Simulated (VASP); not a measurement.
# Ni (P6_3/mmc) in VASP: single point with LDA

Aim: the single point of Ni with LDA.

Program: VASP 6.6.1. These are calculated values, not measurements. Logs are shortened: lines on timing, memory, paths and dates and some standing lists are left out, and cuts for length are marked.

## (1) The cell of the first run

The structure is hexagonal, space group P6_3/mmc (No. 194). Conventional cell: a = 2.421 Å, b = 2.421 Å, c = 3.969 Å, α = 90.00°, β = 90.00°, γ = 120.00°. Ni (site symmetry -6m2) has 12 Ni at 2.42 to 2.43 Å within 3.2 Å.

## (2) Single point, LDA, collinear spin, ferromagnetic start

The input, INCAR:

```
PREC = Accurate
ENCUT = 520
EDIFF = 1E-6
ISMEAR = -1
SIGMA = 0.1
LREAL = F
LASPH = T
NELM = 150
ALGO = Normal
ISIF = 2
LWAVE = F
LCHARG = F
ISPIN = 2
MAGMOM = 1.5 1.5
LORBIT = 11
LMAXMIX = 4
NBANDS = 21
```

The input, KPOINTS:

```
Automatic mesh
0
Gamma
  20 20 11
```

The input, POSCAR:

```
Ni
1.0
    2.4212381533      0.0000000000      0.0000000000
   -1.2106190767      2.0968537494      0.0000000000
    0.0000000000      0.0000000000      3.9689770315
Ni
2
Direct
    0.3333333333      0.6666666667      0.2500000000
    0.6666666667      0.3333333333      0.7500000000
```

Potentials or basis: VASP PAW LDA potentials, release 64 (Ni).

Run with:

```console
$ cat potpaw_LDA.64/Ni/POTCAR > POTCAR
$ mpirun -np 1 vasp_std > vasp.out
```

OUTCAR:

```text
PREC = Accurate
   ENCUT = 520
   EDIFF = 1E-6
   ISMEAR = -1
   LREAL = F
   LASPH = T
   NELM = 150
   ISIF = 2
   ISPIN = 2
   LORBIT = 11

 ion  position               nearest neighbor table
   1  0.333  0.667  0.250-   2 2.43   2 2.43   2 2.43   2 2.43   2 2.43   2 2.43
   2  0.667  0.333  0.750-   1 2.43   1 2.43   1 2.43   1 2.43   1 2.43   1 2.43

  LATTYP: Found a hexagonal cell.
 ALAT       =     2.4212381533
 C/A-ratio  =     1.6392344661

  Lattice vectors:

 A1 = (   2.4212381533,   0.0000000000,   0.0000000000)
 A2 = (  -1.2106190767,   2.0968537494,   0.0000000000)
 A3 = (   0.0000000000,   0.0000000000,   3.9689770315)

Analysis of symmetry for initial positions (statically):
=====================================================================
 Subroutine PRICEL returns:
 Original cell was already a primitive cell.

 Routine SETGRP: Setting up the symmetry group for a
 hexagonal supercell.

 Subroutine GETGRP returns: Found 24 space group operations
 (whereof 12 operations were pure point group operations)
 out of a pool of 24 trial point group operations.

The static configuration has the point symmetry D_3d.
 The point group associated with its full space group is D_6h.

Analysis of symmetry for dynamics (positions and initial velocities):
=====================================================================
 Subroutine PRICEL returns:
 Original cell was already a primitive cell.

 Routine SETGRP: Setting up the symmetry group for a
 hexagonal supercell.

 Subroutine GETGRP returns: Found 24 space group operations
 (whereof 12 operations were pure point group operations)
 out of a pool of 24 trial point group operations.

The dynamic configuration has the point symmetry D_3d.
 The point group associated with its full space group is D_6h.

Analysis of structural, dynamic, and magnetic symmetry:
=====================================================================
 Subroutine PRICEL returns:
 Original cell was already a primitive cell.

 Routine SETGRP: Setting up the symmetry group for a
 hexagonal supercell.

 Subroutine GETGRP returns: Found 24 space group operations
 (whereof 12 operations were pure point group operations)
 out of a pool of 24 trial point group operations.

The overall configuration has the point symmetry D_3d.
 The point group associated with its full space group is D_6h.

 Subroutine INISYM returns: Found 24 space group operations
 (whereof 12 operations are pure point group operations),
 and found     1 'primitive' translations

----------------------------------------------------------------------------------------

                                     Primitive cell

  volume of cell :      20.1504

  direct lattice vectors                    reciprocal lattice vectors
     2.421238153  0.000000000  0.000000000     0.413011830  0.238452491  0.000000000
    -1.210619077  2.096853749  0.000000000     0.000000000  0.476904982  0.000000000
     0.000000000  0.000000000  3.968977032     0.000000000  0.000000000  0.251954091

  length of vectors
     2.421238153  2.421238153  3.968977032     0.476904982  0.476904982  0.251954091

  position of ions in fractional coordinates (direct lattice)
     0.333333333  0.666666667  0.250000000
     0.666666667  0.333333333  0.750000000

  ion indices of the primitive-cell ions
   primitive index   ion index
                 1           1
                 2           2

----------------------------------------------------------------------------------------

 KPOINTS: Automatic mesh

Automatic generation of k-mesh.
 Grid dimensions read from file:
 generate k-points for:   20   20   11

 Generating k-lattice:

  Cartesian coordinates                     Fractional coordinates (reciprocal lattice)
     0.020650591  0.011922625  0.000000000     0.050000000 -0.000000000  0.000000000
     0.000000000  0.023845249  0.000000000     0.000000000  0.050000000  0.000000000
     0.000000000  0.000000000  0.022904917     0.000000000  0.000000000  0.090909091

  Length of vectors
     0.023845249  0.023845249  0.022904917

  Shift w.r.t. Gamma in fractional coordinates (k-lattice)
     0.000000000  0.000000000  0.000000000

 Subroutine IBZKPT returns following result:
 ===========================================

 Found    264 irreducible k-points:

 Following reciprocal coordinates:
            Coordinates               Weight
  0.000000  0.000000  0.000000      1.000000
  0.050000  0.000000  0.000000      6.000000
  0.100000  0.000000  0.000000      6.000000
  0.150000 -0.000000  0.000000      6.000000
  0.200000  0.000000  0.000000      6.000000
  0.250000  0.000000  0.000000      6.000000
[... 16 lines left out ...]
  0.200000  0.100000  0.000000     12.000000
  0.250000  0.100000  0.000000     12.000000
 [... further k-points ...]
   k-points           NKPTS =    264   k-points in BZ     NKDIM =    264   number of bands    NBANDS=     21
   number of dos      NEDOS =    301   number of ions     NIONS =      2
   total plane-waves  NPLWV =   9720
   dimension x,y,z NGX =    18 NGY =   18 NGZ =   30
   dimension x,y,z NGXF=    36 NGYF=   36 NGZF=   60
   ions per type =               2
   NGX,Y,Z   is equivalent  to a cutoff of  12.36, 12.36, 12.57 a.u.
   NGXF,Y,Z  is equivalent  to a cutoff of  24.72, 24.72, 25.13 a.u.
 SYSTEM =  unknown system
   PREC   = accura    normal or accurate (medium, high low for compatibility)
   ISTART =      0    job   : 0-new  1-cont  2-samecut
   ICHARG =      2    charge: 1-file 2-atom 10-const
   ISPIN  =      2    spin polarized calculation?
   LNONCOLLINEAR =      F non collinear calculations
   LSORBIT =      F    spin-orbit coupling
   LASPH  =      T    aspherical Exc in radial PAW
   ENCUT  =  520.0 eV  38.22 Ry    6.18 a.u.   4.50  4.50  7.38*2*pi/ulx,y,z
   NELM   =    150;   NELMIN=  2; NELMDL= -5     # of ELM steps
   EDIFF  = 0.1E-05   stopping-criterion for ELM
   LREAL  =      F    real-space projection
   EDIFFG = 0.1E-04   stopping-criterion for IOM
   NSW    =      0    number of steps for IOM
   IBRION =     -1    ionic relax: 0-MD 1-quasi-New 2-CG
   NFREE  =      0    steps in history (QN), initial steepest desc. (CG)
   ISIF   =      2    stress and relaxation
   ISYM   =      2    0-nonsym 1-usesym 2-fastsym
   POTIM  = 0.5000    time-step for ionic-motion
   TEBEG  =    0.0;   TEEND  =   0.0 temperature during run
   PSTRESS=    0.0 pullay stress
   NELECT =      20.0000    total number of electrons
   NUPDOWN=      -1.0000    fix difference up-down
   EMIN   =  10.00;   EMAX   =-10.00  energy-range for DOS
   EFERMI =   0.00;   METHOD = LEGACY
   ISMEAR =    -1;   SIGMA  =   0.10  broadening in eV -4-tet -1-fermi 0-gaus
   EFERMI_NEDOS =   21; number of points for ismear=-14 and -15
   IALGO  =     38    algorithm
   IMIX   =      4    mixing-type and parameters
     AMIX     =   0.40;   BMIX     =  1.00
     AMIX_MAG =   1.60;   BMIX_MAG =  1.00
  volume/ion in A,a.u.               =      10.08        67.99
  Fermi-wavevector in a.u.,A,eV,Ry     =   1.633015  3.085950 36.283158  2.666737
  Thomas-Fermi vector in A             =   2.724890
   LORBIT       =     11    0 simple, 1 ext, 2 COOP (PROOUT), +10 PAW based schemes
   GGA     = CA    functional components
   LHFCALC =     F    Hartree Fock is set to
   AEXX    =    0.0000 exact exchange contribution
   IVDW    =     0    specifies the selected vdW correction
   LEPSILON=     F    determine dielectric tensor
   LRPA    =     F    only Hartree local field effects (RPA)
 spin polarized calculation
  energy-cutoff  :      520.00
  volume of cell :       20.15
 maximum number of plane-waves:       561
 NGX is ok and might be reduce to    18
   NGX =  9   NGY =  9   NGZ = 15

 number of electron      19.9999972 magnetization       1.1247345

 Free energy of the ion-electron system (eV)
  ---------------------------------------------------
  ext. energy  EPLUGINS =         0.00000000
  ---------------------------------------------------
  free energy    TOTEN  =       -13.17155348 eV

  energy without entropy =      -13.05109374  energy(sigma->0) =      -13.11132361

 E-fermi :  10.1825     XC(G=0): -14.0725

 val. band max:       10.1814746569   @ k =   0.3500   0.0000   0.3636
 cond. band min:      10.1838328121   @ k =   0.2500   0.0000   0.4545
 fundamental gap:      0.0023581552
 Fermi energy:        10.1824707708

 spin component 1

 k-point     1 :       0.0000    0.0000    0.0000
  band No.  band energies     occupation
      1       0.6375      1.00000
      2       4.9609      1.00000
      3       7.6411      1.00000
      4       7.7449      1.00000
      5       7.7449      1.00000
      6       8.0507      1.00000
[... 13 lines left out ...]
     20      37.4371      0.00000
     21      42.3884      0.00000

 k-point     2 :       0.0500    0.0000    0.0000
  band No.  band energies     occupation
      1       0.7301      1.00000
      2       5.0197      1.00000
      3       7.5651      1.00000
      4       7.7875      1.00000
      5       7.8088      1.00000
      6       8.0278      1.00000
[... 13 lines left out ...]
     20      39.2165      0.00000
     21      40.5179      0.00000

 k-point     3 :       0.1000    0.0000    0.0000
  band No.  band energies     occupation
      1       1.0047      1.00000
      2       5.1869      1.00000
      3       7.4265      1.00000
      4       7.8932      1.00000
      5       7.9128      1.00000
      6       7.9909      1.00000
[... 13 lines left out ...]
     20      40.5666      0.00000
     21      40.8905      0.00000
[... 457 lines left out ...]
 k-point    23 :       0.2000    0.1000    0.0000
  band No.  band energies     occupation
      1       3.0163      1.00000
      2       6.0050      1.00000
      3       6.6383      1.00000
      4       6.8519      1.00000
      5       7.7042      1.00000
      6       7.8213      1.00000
[... 13 lines left out ...]
     20      37.2206      0.00000
     21      40.2324      0.00000

 k-point    24 :       0.2500    0.1000    0.0000
  band No.  band energies     occupation
      1       3.7884      1.00000
      2       6.0229      1.00000
      3       6.3480      1.00000
      4       6.8430      1.00000
      5       7.7131      1.00000
      6       7.7430      1.00000
[... 13 lines left out ...]
     20      36.6057      0.00000
     21      40.9149      0.00000

 [... further k-points ...]

 spin component 2

 k-point     1 :       0.0000    0.0000    0.0000
  band No.  band energies     occupation
      1       0.6840      1.00000
      2       5.2977      1.00000
      3       8.1884      1.00000
      4       8.2815      1.00000
      5       8.2815      1.00000
      6       8.6026      1.00000
[... 13 lines left out ...]
     20      37.5707      0.00000
     21      42.4407      0.00000

 k-point     2 :       0.0500    0.0000    0.0000
  band No.  band energies     occupation
      1       0.7766      1.00000
      2       5.3590      1.00000
      3       8.1019      1.00000
      4       8.3254      1.00000
      5       8.3543      1.00000
      6       8.5779      1.00000
[... 13 lines left out ...]
     20      39.3242      0.00000
     21      40.5401      0.00000

 k-point     3 :       0.1000    0.0000    0.0000
  band No.  band energies     occupation
      1       1.0517      1.00000
      2       5.5338      1.00000
      3       7.9515      1.00000
      4       8.4415      1.00000
      5       8.4545      1.00000
      6       8.5205      1.00000
[... 13 lines left out ...]
     20      40.6938      0.00000
     21      41.0200      0.00000
[... 457 lines left out ...]
 k-point    23 :       0.2000    0.1000    0.0000
  band No.  band energies     occupation
      1       3.0785      1.00000
      2       6.4130      1.00000
      3       7.0205      1.00000
      4       7.3194      1.00000
      5       8.2192      1.00000
      6       8.3444      1.00000
[... 13 lines left out ...]
     20      37.3630      0.00000
     21      40.2799      0.00000

 k-point    24 :       0.2500    0.1000    0.0000
  band No.  band energies     occupation
      1       3.8716      1.00000
      2       6.4515      1.00000
      3       6.7387      1.00000
      4       7.2808      1.00000
      5       8.2291      1.00000
      6       8.2545      1.00000
[... 13 lines left out ...]
     20      36.7459      0.00000
     21      40.9629      0.00000

 [... further k-points ...]
[... 5 lines left out ...]
  --------------------------------------------------------------------------------------
  -------------------------------------------------------------------------------------
  Total       -0.0145588     -0.0145588     -0.0217342      0.0000000      0.0000000      0.0000000
  in kB       -1.1575796     -1.1575796     -1.7281037      0.0000000      0.0000000      0.0000000
  external PRESSURE =      -1.3477543 kB  Pullay stress =       0.0000000 kB

 VOLUME and BASIS-vectors are now :
 -----------------------------------------------------------------------------
  energy-cutoff  :      520.00
  volume of cell :       20.15
      direct lattice vectors                 reciprocal lattice vectors
     2.421238153  0.000000000  0.000000000     0.413011830  0.238452491  0.000000000
    -1.210619077  2.096853749  0.000000000     0.000000000  0.476904982  0.000000000
     0.000000000  0.000000000  3.968977032     0.000000000  0.000000000  0.251954091

 POSITION                                       TOTAL-FORCE (eV/Angst)
 -----------------------------------------------------------------------------------
     -0.00000      1.39790      0.99224         0.000000      0.000000      0.000000
      1.21062      0.69895      2.97673        -0.000000     -0.000000      0.000000
 -----------------------------------------------------------------------------------
    total drift:                               -0.000000      0.000000     -0.000000

  FREE ENERGIE OF THE ION-ELECTRON SYSTEM (eV)
  ---------------------------------------------------
  free  energy   TOTEN  =       -13.1715534796 eV

  energy  without entropy=      -13.0510937421  energy(sigma->0) =      -13.11132361

 total charge

# of ion       s       p       d       tot
------------------------------------------
    1        0.532   0.567   8.369   9.468
    2        0.532   0.567   8.369   9.468
--------------------------------------------------
tot          1.064   1.134  16.738  18.936

 magnetization (x)

# of ion       s       p       d       tot
------------------------------------------
    1       -0.004  -0.018   0.584   0.562
    2       -0.004  -0.018   0.584   0.562
--------------------------------------------------
tot         -0.008  -0.035   1.168   1.124
```

Run time: 6.3 min. Hardware: 1 thread of AMD EPYC 7R13, shared host; peak memory 0.22 GiB.

What came out:

- Free energy: -13.1716 eV
- Pressure: -0.1 GPa
- Net moment: 1.12 μB per cell
- Site moments: Ni +0.56 μB
- Valence electrons inside the program's atomic spheres: Ni 9.47

Levels at points of the mesh, in eV from the Fermi level:
Spin up:
| k point | band 9 | band 10 | band 11 | band 12 | band 13 | band 14 |
| --- | --- | --- | --- | --- | --- | --- |
| (0.00, 0.00, 0.00) | -1.68 | -0.61 | -0.61 | -0.45 | 6.24 | 23.35 |
| (0.50, 0.00, 0.00) | -0.40 | -0.33 | 1.37 | 3.39 | 9.84 | 10.47 |
Spin down:
```tsv
k point	band 6	band 7	band 8	band 9	band 10	band 11	band 12	band 13
(0.00, 0.00, 0.00)	-1.58	-1.58	-1.12	-1.12	-0.42	-0.01	-0.01	6.59
(0.50, 0.00, 0.00)	-1.93	-1.57	0.14	0.20	0.28	1.78	3.73	10.01
```
